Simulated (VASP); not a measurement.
**SnO: relaxation of cell and atoms with PBE**

SnO:

```
Sn O
1.0
     3.81370    0.00000    0.00000
     0.00000    3.81370    0.00000
     0.00000    0.00000    4.88691
Sn O
2 2
Cartesian
  1.9068 0.0000 3.7367
  0.0000 1.9068 1.1503
  0.0000 0.0000 0.0000
  1.9068 1.9068 0.0000
```

* Program: VASP 6.6.1
* Task: relaxation of cell and atoms
* Functional: PBE
* Potentials or basis: VASP PAW PBE potentials, release 64 (Sn_d, O)
* Cutoff: 600 eV
* k mesh: 7 × 7 × 6
* Occupations: fermi-dirac, width 0.05 eV
* Spin: no spin polarisation
* Target pressure: 10 GPa
* Dipole correction: no
* Further INCAR settings: ALGO = Normal; EDIFF = 1e-06; IBRION = 2; EDIFFG = -0.01; NSW = 60; ISIF = 3

```json
{
 "Relaxed volume": "15.33 Å³/atom",
 "Relaxed cell": "a = 3.746 Å, b = 3.746 Å, c = 4.368 Å, α = 90.00°, β = 90.00°, γ = 90.00°",
 "Space group after relaxing (to 0.1 Å)": "P4/nmm (No. 129)",
 "Energy change on relaxing (the run minimises the enthalpy)": "+71.9 meV/atom",
 "Ionic steps": "16",
 "Pressure after relaxing": "10.0 GPa",
 "Band gap on the k mesh": "zero (bands 20 and 21 overlap by 0.55 eV)"
}
```

The path:
```
step  energy change (eV)  largest force (eV/Å)  pressure (GPa)  volume (Å³)
   1              0.0000                0.4547            3.77        71.08
   2              0.3236                1.6835           14.36        64.20
   3              0.2156                1.3641           11.55        65.75
   4              0.2428                0.6251           11.20        63.30
   5              0.3384                0.0436           11.08        61.13
   6              0.2713                0.1563            9.22        61.77
   7              0.2425                0.2389            8.22        62.16
   8              0.3165                0.3012           11.49        60.93
   9              0.2776                0.0585           10.01        61.48
  10              0.2784                0.0672           10.09        61.47
  11              0.2807                0.0356            9.96        61.42
  12              0.2821                0.0195            9.92        61.40
  13              0.2871                0.0117           10.02        61.32
  14              0.2884                0.0106           10.07        61.30
  15              0.2867                0.0211            9.88        61.33
  16              0.2877                0.0000           10.01        61.31
```

Final structure:
```cif
data_structure
_symmetry_space_group_name_H-M 'P 1'
_symmetry_Int_Tables_number 1
_cell_length_a 3.7464
_cell_length_b 3.7464
_cell_length_c 4.3682
_cell_angle_alpha 90.000
_cell_angle_beta 90.000
_cell_angle_gamma 90.000
_cell_volume 61.31
loop_
_atom_site_label
_atom_site_type_symbol
_atom_site_fract_x
_atom_site_fract_y
_atom_site_fract_z
_atom_site_occupancy
Sn1 Sn 0.50000 0.00000 0.73313 1
Sn2 Sn 0.00000 0.50000 0.26687 1
O1 O 0.00000 0.00000 0.00000 1
O2 O 0.50000 0.50000 0.00000 1
```

Levels at points of the mesh, in eV from the Fermi level:
```
           k point  band 16  band 17  band 18  band 19  band 20  band 21  band 22  band 23  band 24
(0.00, 0.00, 0.00)    -6.62    -3.67    -3.28    -3.28     0.07     2.84     4.08     4.08     5.91
(0.00, 0.00, 0.50)    -3.82    -3.30    -3.30    -2.26    -2.10     1.90     2.10     2.10     3.24
```

It took 10 min on 1 thread of Intel(R) Xeon(R) Platinum 8259CL CPU @ 2.50GHz (Skylake/Cascade Lake), with other jobs on the host, peak memory 0.23 GiB.

Caveat: the cell is relaxed towards a set pressure, so the run minimises the enthalpy, not the energy; semilocal functionals underestimate gaps, so a narrow gap can read as zero; spin-orbit coupling is left out, which moves the levels of the heavy elements.
